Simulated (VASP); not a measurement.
# InSe (R3m) in VASP: notebook, part 2 of 2

VASP 6.6.1. The steps go on from the part before.

## 3. Single point, PBE+D3(BJ) (26.66 Å³/atom)

This run uses another cell than the first one, of 26.66 Å³/atom.

File INCAR:

```
SYSTEM = InSe
PREC     = Accurate       ! precision mode
ENCUT    = 520            ! plane-wave cutoff, eV
EDIFF    = 1E-6           ! SCF threshold, eV
ISMEAR   = 0              ! smearing method
SIGMA    = 0.02           ! smearing width, eV
LREAL    = .FALSE.        ! projectors in reciprocal space
LASPH    = .TRUE.         ! aspherical terms in the spheres
NELM     = 80             ! most SCF steps
ALGO     = Normal         ! electronic algorithm
ISIF     = 2              ! what is computed and relaxed
LWAVE    = .FALSE.        ! write WAVECAR
LCHARG   = .FALSE.        ! write CHGCAR
GGA      = PE             ! functional
IVDW     = 12             ! dispersion correction
NBANDS   = 27             ! bands
```

File KPOINTS:

```
Automatic mesh
0
G
  12 12 12
  0 0 0
```

File POSCAR:

```
InSe
1.0
    1.9668698991      1.1355728657      7.9572505060
   -1.9668698991      1.1355728657      7.9572505060
    0.0000000000     -2.2711457314      7.9572505060
In Se
2 2
Direct
   -0.0016108711     -0.0016108711     -0.0016108711
    0.1130799601      0.1130799601      0.1130799601
    0.6100471181      0.6100471181      0.6100471181
    0.8344837930      0.8344837930      0.8344837930
```

Potentials or basis: VASP PAW PBE potentials, release 64 (In_d, Se).

The run is started by

```console
$ cat potpaw_PBE.64/In_d/POTCAR potpaw_PBE.64/Se/POTCAR > POTCAR
$ mpirun -np 1 vasp_std > vasp.out
```

OUTCAR:

```text
SYSTEM = InSe
   PREC = Accurate
   ENCUT = 520
   EDIFF = 1E-6
   ISMEAR = 0
   LREAL = .FALSE.
   LASPH = .TRUE.
   NELM = 80
   ISIF = 2
   GGA = PE
   IVDW = 12
 IVDW          = 12

 ion  position               nearest neighbor table
   1  0.998  0.998  0.998-   3 2.62   3 2.62   3 2.62   2 2.74
   2  0.113  0.113  0.113-   4 2.62   4 2.62   4 2.62   1 2.74
   3  0.610  0.610  0.610-   1 2.62   1 2.62   1 2.62
   4  0.834  0.834  0.834-   2 2.62   2 2.62   2 2.62

  LATTYP: Found a trigonal (rhomboedric) cell.
 ALAT       =     8.2750189455
 COS(alpha) =     0.8870091515

[... 921 lines left out ...]
  Direction    XX          YY          ZZ          XY          YZ          ZX
  --------------------------------------------------------------------------------------
  -------------------------------------------------------------------------------------
  Total       2.38345     2.38345     2.35044     0.00000     0.00000     0.00000
  in kB      35.81054    35.81054    35.31462     0.00000     0.00000     0.00000
  external pressure =       35.65 kB  Pullay stress =        0.00 kB

 VOLUME and BASIS-vectors are now :
 -----------------------------------------------------------------------------
  energy-cutoff  :      520.00
  volume of cell :      106.64
      direct lattice vectors                 reciprocal lattice vectors
     1.966869899  1.135572866  7.957250506     0.254211018  0.146768800  0.041890516
    -1.966869899  1.135572866  7.957250506    -0.254211018  0.146768800  0.041890516
     0.000000000 -2.271145731  7.957250506     0.000000000 -0.293537600  0.041890516

 POSITION                                       TOTAL-FORCE (eV/Angst)
 -----------------------------------------------------------------------------------
      0.00000      0.00000     23.83330         0.000000     -0.000000      0.025457
      0.00000      0.00000      2.69942         0.000000     -0.000000     -0.025326
      0.00000      0.00000     14.56289         0.000000      0.000000     -0.018232
      0.00000      0.00000     19.92059         0.000000     -0.000000      0.018100
 -----------------------------------------------------------------------------------
    total drift:                                0.000000      0.000000     -0.000229

  FREE ENERGIE OF THE ION-ELECTRON SYSTEM (eV)
  ---------------------------------------------------
  free  energy   TOTEN  =       -15.2503450459 eV

  energy  without entropy=      -15.2503450459  energy(sigma->0) =      -15.25034505
```

OSZICAR:

```text
N       E                     dE             d eps       ncg     rms          rms(c)
DAV:   1     0.343918139214E+03    0.34392E+03   -0.17446E+04 10229   0.160E+03
DAV:   2     0.264343600686E+02   -0.31748E+03   -0.30778E+03 10297   0.397E+02
DAV:   3    -0.125717221332E+02   -0.39006E+02   -0.38122E+02 12875   0.147E+02
DAV:   4    -0.142823176997E+02   -0.17106E+01   -0.17057E+01 12262   0.310E+01
DAV:   5    -0.143527404027E+02   -0.70423E-01   -0.70412E-01 15574   0.618E+00    0.706E+00
DAV:   6    -0.139373438948E+02    0.41540E+00   -0.83616E-01 14423   0.147E+01    0.436E+00
DAV:   7    -0.139191874551E+02    0.18156E-01   -0.35066E-01 14229   0.408E+00    0.125E+00
DAV:   8    -0.139184090945E+02    0.77836E-03   -0.28817E-02 15511   0.184E+00    0.601E-01
DAV:   9    -0.139193721206E+02   -0.96303E-03   -0.56581E-03 12646   0.542E-01    0.157E-01
DAV:  10    -0.139193941322E+02   -0.22012E-04   -0.32940E-04 13648   0.139E-01    0.759E-02
DAV:  11    -0.139194871789E+02   -0.93047E-04   -0.14813E-04 12384   0.921E-02    0.208E-02
DAV:  12    -0.139194845017E+02    0.26772E-05   -0.14917E-05 15715   0.395E-02    0.157E-02
DAV:  13    -0.139194871789E+02   -0.26772E-05   -0.46080E-06  9669   0.122E-02    0.924E-03
DAV:  14    -0.139194881192E+02   -0.94029E-06   -0.30190E-06  9576   0.194E-02
   1 F= -.15250345E+02 E0= -.15250345E+02  d E =-.233441E-31
```

Run time: 18 min. Hardware: 1 thread of AMD EPYC 9R45 (Zen 5), shared host; peak memory 0.81 GiB.

Results:

| Item | Value |
| --- | --- |
| Free energy | -15.2503 eV |
| Pressure | 3.6 GPa |
| Largest force | 0.025 eV/Å |
| Band gap on the k mesh | 0.50 eV |
| Dispersion energy per atom | -0.333 eV |

Forces on the atoms (eV/Å):
```
In   0.000  0.000  0.025
In   0.000  0.000 -0.025
Se   0.000  0.000 -0.018
Se   0.000  0.000  0.018
```

Levels at points of the mesh, in eV from the valence-band top:
```tsv
k point	band 17	band 18	band 19	band 20	band 21	band 22
(0.00, 0.00, 0.00)	-1.48	-1.15	-1.15	2.18	2.33	4.43
(0.50, 0.00, 0.00)	-2.62	-2.17	-1.74	0.93	2.18	3.69
(0.50, 0.50, 0.00)	-2.78	-1.95	-1.60	0.94	2.13	3.14
(0.50, 0.50, 0.50)	-1.06	-1.06	0.00	0.50	2.43	4.26
```

Caveat: the cell stands under pressure; semilocal functionals underestimate gaps, and a narrow one can read as zero; spin-orbit coupling is left out, which moves the levels of the heavy elements. A k mesh can miss the band edges.
